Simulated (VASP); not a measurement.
Input of a VASP 6.6.1 run:

Contents of INCAR:

```
ALGO     = Normal         # electronic algorithm
EDIFF    = 1E-6           # SCF threshold, eV
ENCUT    = 840            # plane-wave cutoff, eV
GGA_COMPAT= False        
ISIF     = 2              # what is computed and relaxed
ISMEAR   = 0              # smearing method
LASPH    = True           # aspherical terms in the spheres
LCHARG   = False          # write CHGCAR
LREAL    = False          # projectors in reciprocal space
LWAVE    = False          # write WAVECAR
NBANDS   = 60             # bands
NELM     = 120            # most SCF steps
PREC     = Accurate       # precision mode
SIGMA    = 0.05           # smearing width, eV
```

Contents of KPOINTS:

```
k-points
0
Gamma
  9 9 2
```

POSCAR

```
MgO
1.0
    2.0806186598     -2.0806186598      0.0000000000
    2.0806186598      0.0000000000     -2.0806186598
    8.7843548545      8.7843548545      8.7843548545
Mg O
6 6
Direct
    1.0000000000      0.0000000000      0.3552825496
    0.3333333333      0.3333333333      0.1973791942
    0.6666666667      0.6666666667      0.5131859050
    1.0000000000      1.0000000000      0.8289926158
    0.3333333333      0.3333333333      0.6710892604
    0.6666666667      0.6666666667      0.0394758388
    0.6666666667      0.6666666667      0.2763308719
    0.0000000000      0.0000000000      0.1184275165
    0.3333333333      0.3333333333      0.4342342273
    0.6666666667      0.6666666667      0.7500409381
    1.0000000000      1.0000000000      0.5921375827
    0.3333333333      0.3333333333      0.9079442935
```

Potentials or basis: VASP PAW LDA potentials, release 64 (Mg_sv, O).

The run is started by

```sh
$ cat potpaw_LDA.64/Mg_sv/POTCAR potpaw_LDA.64/O/POTCAR > POTCAR
$ mpirun -np 1 vasp_std > vasp.out
```

(1) Estimate the largest force.

(2) What does it give for the band gap on the k mesh?

(3) What does it give for the pressure?

Answers

(1) 3.723 eV/Å.

(2) 0.56 eV.

(3) -3.0 GPa.

Caveat: the cell stands under tension; semilocal functionals underestimate gaps, and a narrow one can read as zero; forces of over 1 eV/Å act on the atoms, so gaps and moduli don't describe the material at rest.
